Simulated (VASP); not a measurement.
# HfC5 (P6/mmm) in VASP: notebook, part 2 of 2

VASP 6.6.1.

## 3. Single point, PBE

This run uses another cell than the first one, of 11.98 Å³/atom.

INCAR reads:

```
SYSTEM = HfC5
PREC     = Accurate       ! precision mode
ENCUT    = 600            ! plane-wave cutoff, eV
EDIFF    = 1E-6           ! SCF threshold, eV
ISMEAR   = 0              ! smearing method
SIGMA    = 0.2            ! smearing width, eV
LREAL    = .FALSE.        ! projectors in reciprocal space
LASPH    = .TRUE.         ! aspherical terms in the spheres
NELM     = 120            ! most SCF steps
ALGO     = Normal         ! electronic algorithm
ISIF     = 2              ! what is computed and relaxed
LWAVE    = .FALSE.        ! write WAVECAR
LCHARG   = .TRUE.         ! write CHGCAR
GGA      = PE             ! functional
LELF     = .TRUE.         ! ELF
LVHAR    = .TRUE.       
NBANDS   = 24             ! bands
GGA_COMPAT= .FALSE.
```

KPOINTS reads:

```
Automatic mesh
0
G
  4 4 4
  0 0 0
```

POSCAR reads:

```
HfC5
1.0
    4.3580947349     -0.0000000025      0.0000000000
   -2.1790473653      3.7742207537      0.0000000000
    0.0000000000      0.0000000000      4.3709699489
Hf C
1 5
Direct
    0.0000000000      0.0000000000      0.0000000000
    0.3333333333      0.6666666667      0.1474834456
    0.3333333333      0.6666666667      0.8525165544
    0.6666666667      0.3333333333      0.8525165544
    0.6666666667      0.3333333333      0.1474834456
    0.0000000000      0.0000000000      0.5000000000
```

Potentials or basis: VASP PAW PBE potentials, release 64 (Hf_pv, C).

Launch:

```bash
cat potpaw_PBE.64/Hf_pv/POTCAR potpaw_PBE.64/C/POTCAR > POTCAR
mpirun -np 1 vasp_std > vasp.out
```

OUTCAR:

```text
SYSTEM = HfC5
   PREC = Accurate
   ENCUT = 600
   EDIFF = 1E-6
   ISMEAR = 0
   LREAL = .FALSE.
   LASPH = .TRUE.
   NELM = 120
   ISIF = 2
   GGA = PE

 ion  position               nearest neighbor table
   1  0.000  0.000  0.000-   6 2.19   6 2.19   4 2.60   5 2.60   2 2.60   3 2.60   2 2.60   3 2.60
                             4 2.60   5 2.60   4 2.60   5 2.60   2 2.60   3 2.60
   2  0.333  0.667  0.147-   3 1.29   1 2.60   1 2.60   1 2.60
   3  0.333  0.667  0.853-   2 1.29   1 2.60   1 2.60   1 2.60
   4  0.667  0.333  0.853-   5 1.29   1 2.60   1 2.60   1 2.60
   5  0.667  0.333  0.147-   4 1.29   1 2.60   1 2.60   1 2.60
   6  0.000  0.000  0.500-   1 2.19   1 2.19

  LATTYP: Found a hexagonal cell.
 ALAT       =     4.3580947349
 C/A-ratio  =     1.0029543217

  Lattice vectors:

 A1 = (   4.3580947349,  -0.0000000025,   0.0000000000)
 A2 = (  -2.1790473653,   3.7742207537,   0.0000000000)
 A3 = (   0.0000000000,   0.0000000000,   4.3709699489)

Analysis of symmetry for initial positions (statically):
=====================================================================
 Subroutine PRICEL returns:
 Original cell was already a primitive cell.

 Routine SETGRP: Setting up the symmetry group for a
 hexagonal supercell.

 Subroutine GETGRP returns: Found 24 space group operations
 (whereof 24 operations were pure point group operations)
 out of a pool of 24 trial point group operations.

The static configuration has the point symmetry D_6h.

Analysis of symmetry for dynamics (positions and initial velocities):
=====================================================================
 Subroutine PRICEL returns:
 Original cell was already a primitive cell.

 Routine SETGRP: Setting up the symmetry group for a
 hexagonal supercell.

 Subroutine GETGRP returns: Found 24 space group operations
 (whereof 24 operations were pure point group operations)
 out of a pool of 24 trial point group operations.

The dynamic configuration has the point symmetry D_6h.

 Subroutine INISYM returns: Found 24 space group operations
 (whereof 24 operations are pure point group operations),
 and found     1 'primitive' translations

----------------------------------------------------------------------------------------

                                     Primitive cell

  volume of cell :      71.8955

  direct lattice vectors                    reciprocal lattice vectors
     4.358094735 -0.000000003  0.000000000     0.229458069  0.132477677  0.000000000
    -2.179047365  3.774220754  0.000000000     0.000000000  0.264955355  0.000000000
     0.000000000  0.000000000  4.370969949     0.000000000  0.000000000  0.228782172

  length of vectors
     4.358094735  4.358094735  4.370969949     0.264955355  0.264955355  0.228782172

  position of ions in fractional coordinates (direct lattice)
     0.000000000  0.000000000  0.000000000
     0.333333333  0.666666667  0.147483446
     0.333333333  0.666666667  0.852516554
     0.666666667  0.333333333  0.852516554
     0.666666667  0.333333333  0.147483446
     0.000000000  0.000000000  0.500000000

  ion indices of the primitive-cell ions
   primitive index   ion index
                 1           1
                 2           2
                 3           3
                 4           4
                 5           5
                 6           6
[... 34 lines left out ...]
  0.250000  0.000000  0.250000     12.000000
  0.500000  0.000000  0.250000      6.000000
  0.250000  0.250000  0.250000     12.000000
  0.000000  0.000000  0.500000      1.000000
  0.250000  0.000000  0.500000      6.000000
  0.500000  0.000000  0.500000      3.000000
  0.250000  0.250000  0.500000      6.000000
   k-points           NKPTS =     12   k-points in BZ     NKDIM =     12   number of bands    NBANDS=     24
   number of dos      NEDOS =    301   number of ions     NIONS =      6
   total plane-waves  NPLWV =  46656
   dimension x,y,z NGX =    36 NGY =   36 NGZ =   36
   dimension x,y,z NGXF=    72 NGYF=   72 NGZF=   72
   ions per type =               1   5
   NGX,Y,Z   is equivalent  to a cutoff of  13.73, 13.73, 13.69 a.u.
   NGXF,Y,Z  is equivalent  to a cutoff of  27.47, 27.47, 27.38 a.u.
 SYSTEM =  HfC5
   PREC   = accura    normal or accurate (medium, high low for compatibility)
   ISTART =      0    job   : 0-new  1-cont  2-samecut
   ICHARG =      2    charge: 1-file 2-atom 10-const
   ISPIN  =      1    spin polarized calculation?
   LNONCOLLINEAR =      F non collinear calculations
   LSORBIT =      F    spin-orbit coupling
   LASPH  =      T    aspherical Exc in radial PAW
   ENCUT  =  600.0 eV  44.10 Ry    6.64 a.u.   8.70  8.70  8.73*2*pi/ulx,y,z
   NELM   =    120;   NELMIN=  2; NELMDL= -5     # of ELM steps
   EDIFF  = 0.1E-05   stopping-criterion for ELM
   LREAL  =      F    real-space projection
   EDIFFG = 0.1E-04   stopping-criterion for IOM
   NSW    =      0    number of steps for IOM
   IBRION =     -1    ionic relax: 0-MD 1-quasi-New 2-CG
   NFREE  =      0    steps in history (QN), initial steepest desc. (CG)
   ISIF   =      2    stress and relaxation
   ISYM   =      2    0-nonsym 1-usesym 2-fastsym
   POTIM  = 0.5000    time-step for ionic-motion
   TEBEG  =    0.0;   TEEND  =   0.0 temperature during run
   PSTRESS=    0.0 pullay stress
   NELECT =      30.0000    total number of electrons
   NUPDOWN=      -1.0000    fix difference up-down
   EMIN   =  10.00;   EMAX   =-10.00  energy-range for DOS
   EFERMI =   0.00;   METHOD = LEGACY
   ISMEAR =     0;   SIGMA  =   0.20  broadening in eV -4-tet -1-fermi 0-gaus
   EFERMI_NEDOS =   21; number of points for ismear=-14 and -15
   IALGO  =     38    algorithm
   IMIX   =      4    mixing-type and parameters
     AMIX     =   0.40;   BMIX     =  1.00
     AMIX_MAG =   1.60;   BMIX_MAG =  1.00
  volume/ion in A,a.u.               =      11.98        80.86
  Fermi-wavevector in a.u.,A,eV,Ry     =   1.223342  2.311782 20.362021  1.496566
  Thomas-Fermi vector in A             =   2.358457
   LORBIT       =      0    0 simple, 1 ext, 2 COOP (PROOUT), +10 PAW based schemes
   GGA     = PE    functional components
   LHFCALC =     F    Hartree Fock is set to
   AEXX    =    0.0000 exact exchange contribution
   IVDW    =     0    specifies the selected vdW correction
   LEPSILON=     F    determine dielectric tensor
   LRPA    =     F    only Hartree local field effects (RPA)
 non-spin polarized calculation
 Gauss-broadening in eV      SIGMA  =   0.20
  energy-cutoff  :      600.00
  volume of cell :       71.90
 maximum number of plane-waves:      2411
 NGX is ok and might be reduce to    36
   NGX = 17   NGY = 17   NGZ = 17

 number of electron      30.0000002 magnetization

 Free energy of the ion-electron system (eV)
  ---------------------------------------------------
  ext. energy  EPLUGINS =         0.00000000
  ---------------------------------------------------
  free energy    TOTEN  =       -42.75612912 eV

  energy without entropy =      -42.69672355  energy(sigma->0) =      -42.72642633

 E-fermi :   2.6880     XC(G=0): -10.6926

 val. band max:        2.6808296040   @ k =   0.2500   0.2500   0.5000
 cond. band min:       2.8957880393   @ k =   0.5000   0.0000   0.5000
 fundamental gap:      0.2149584353
 Fermi energy:         2.6879950571

 k-point     1 :       0.0000    0.0000    0.0000
  band No.  band energies     occupation
      1     -27.2633      2.00000
      2     -27.2633      2.00000
      3     -27.1908      2.00000
      4     -12.8555      2.00000
      5      -9.7875      2.00000
      6      -6.8008      2.00000
[... 313 lines left out ...]
     23       9.5987      0.00000
     24       9.8053      0.00000

------------------------ aborting loop because EDIFF is reached ----------------------------------------

  FORCE on cell =-STRESS in cart. coord.  units (eV):
  Direction    XX          YY          ZZ          XY          YZ          ZX
  --------------------------------------------------------------------------------------
  -------------------------------------------------------------------------------------
  Total       -0.3861291     -0.3861291      0.4807890      0.0000000      0.0000000      0.0000000
  in kB       -8.6048100     -8.6048100     10.7142879      0.0000000      0.0000000      0.0000000
  external PRESSURE =      -2.1651107 kB  Pullay stress =       0.0000000 kB

 VOLUME and BASIS-vectors are now :
 -----------------------------------------------------------------------------
  energy-cutoff  :      600.00
  volume of cell :       71.90
      direct lattice vectors                 reciprocal lattice vectors
     4.358094735 -0.000000003  0.000000000     0.229458069  0.132477677  0.000000000
    -2.179047365  3.774220754  0.000000000     0.000000000  0.264955355  0.000000000
     0.000000000  0.000000000  4.370969949     0.000000000  0.000000000  0.228782172

 POSITION                                       TOTAL-FORCE (eV/Angst)
 -----------------------------------------------------------------------------------
      0.00000      0.00000      0.00000        -0.000000      0.000000      0.000000
      0.00000      2.51615      0.64465        -0.000000     -0.000000      0.060521
      0.00000      2.51615      3.72632        -0.000000     -0.000000     -0.060521
      2.17905      1.25807      3.72632         0.000000      0.000000     -0.060521
      2.17905      1.25807      0.64465        -0.000000     -0.000000      0.060521
      0.00000      0.00000      2.18548        -0.000000      0.000000      0.000000
 -----------------------------------------------------------------------------------
    total drift:                               -0.000000      0.000000      0.000000

  FREE ENERGIE OF THE ION-ELECTRON SYSTEM (eV)
  ---------------------------------------------------
  free  energy   TOTEN  =       -42.7561291173 eV

  energy  without entropy=      -42.6967235505  energy(sigma->0) =      -42.72642633
```

Wall time 28 s (1 thread of Intel Xeon Platinum 8259CL at 2.50GHz (Skylake/Cascade Lake), shared host); peak memory 0.21 GiB.

Results:

| Property | Result |
| --- | --- |
| Free energy | -42.7561 eV |
| Pressure | -0.2 GPa |
| Largest force | 0.061 eV/Å |
| Band gap on the k mesh | zero (bands 15 and 16 overlap by 1.56 eV) |

Forces on the atoms (eV/Å):
```
Hf   0.000  0.000  0.000
C    0.000  0.000  0.061
C    0.000  0.000 -0.061
C    0.000  0.000 -0.061
C    0.000  0.000  0.061
C    0.000  0.000  0.000
```

Stress tensor (GPa, compression positive):
```
-0.86  0.00  0.00
 0.00 -0.86  0.00
 0.00  0.00  1.07
```

Caveat: the k points lie up to 0.42 Å⁻¹ apart, too coarse for converged energies and pressures of a metal; spin-orbit coupling is left out, which moves the levels of the heavy elements.

The gap in the log of VASP goes by the Fermi energy; the results here count the filled bands.